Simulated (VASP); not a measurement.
# SiC: single point with LDA

Crystal: SiC.

```
Si C
1.0
     3.05636    0.00000    0.00000
    -1.52818    2.64689    0.00000
     0.00000    0.00000    5.01591
Si C
2 2
Direct
  0.33333 0.66667 0.00460
  0.66667 0.33333 0.50460
  0.33333 0.66667 0.38040
  0.66667 0.33333 0.88040
```

```
Program                : VASP 6.6.1
Task                   : single point
Functional             : LDA
Potentials or basis    : VASP PAW LDA potentials, release 64 (Si, C)
Cutoff                 : 520 eV
k mesh                 : 8 × 8 × 4
Occupations            : gaussian, width 0.01 eV
Spin                   : no spin polarisation
Dipole correction      : no
Further INCAR settings : ALGO = Normal; EDIFF = 1e-07; NBANDS = 16
```

```
Pressure               : 0.4 GPa
Band gap on the k mesh : 2.38 eV, indirect (least direct gap 3.91 eV)
```

Levels at points of the mesh, in eV from the valence-band top:
| k point | band 4 | band 5 | band 6 | band 7 | band 8 | band 9 | band 10 | band 11 | band 12 | band 13 |
| --- | --- | --- | --- | --- | --- | --- | --- | --- | --- | --- |
| (0.00, 0.00, 0.00) | -1.33 | -1.33 | -0.11 | 0.00 | 0.00 | 4.92 | 6.42 | 6.67 | 6.67 | 7.82 |
| (0.50, 0.00, 0.00) | -6.32 | -5.51 | -3.37 | -3.36 | -1.20 | 2.71 | 4.16 | 6.95 | 7.11 | 10.12 |
| (0.00, 0.00, 0.50) | -4.46 | -0.72 | -0.72 | -0.72 | -0.72 | 6.00 | 6.00 | 7.35 | 7.35 | 7.35 |
| (0.50, 0.00, 0.50) | -8.37 | -2.48 | -2.48 | -2.35 | -2.35 | 3.25 | 3.25 | 5.23 | 5.23 | 10.39 |

It took 7.4 s on 1 thread of AMD EPYC 9R45 (Zen 5) (shared host), peak memory 0.11 GiB.

A k mesh can miss the band edges. Expect the measured gap to be larger: semilocal functionals such as LDA lack the derivative discontinuity.
